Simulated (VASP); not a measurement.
Ti, 1 atom in the cell. Symmetry: I4/mmm, No. 139, tetragonal system. The conventional cell has a = 3.175 Å, b = 3.175 Å, c = 3.422 Å, α = 90.00°, β = 90.00°, γ = 90.00°. Within 3.7 Å of Ti (site symmetry 4/mmm) lie 14 Ti at 2.82 to 3.42 Å. 

| Item | Value |
| --- | --- |
| Program | VASP 6.6.1 |
| Task | single point |
| Functional | PBE |
| Potentials or basis | VASP PAW PBE potentials, release 64 (Ti_sv) |
| Cutoff | 520 eV |
| k mesh | 22 × 22 × 22 |
| Occupations | gaussian, width 0.15 eV |
| Spin | no spin polarisation |
| Dipole correction | no |
| Further INCAR settings | ALGO = Fast; EDIFF = 1e-06; NBANDS = 12 |

Potentials or basis: VASP PAW PBE potentials, release 64 (Ti_sv).

Command:

```sh
$ cat potpaw_PBE.64/Ti_sv/POTCAR > POTCAR
$ mpirun -np 1 vasp_std > vasp.out
```

Hardware: 1 thread of Intel(R) Xeon(R) Platinum 8559C (Emerald Rapids), with other jobs on the host.

How long does it take, and how much memory?

It took 120 s on 1 thread of Intel(R) Xeon(R) Platinum 8559C (Emerald Rapids), on a shared host, peak memory 0.28 GiB. Counts: scf iterations 20, k points 834.
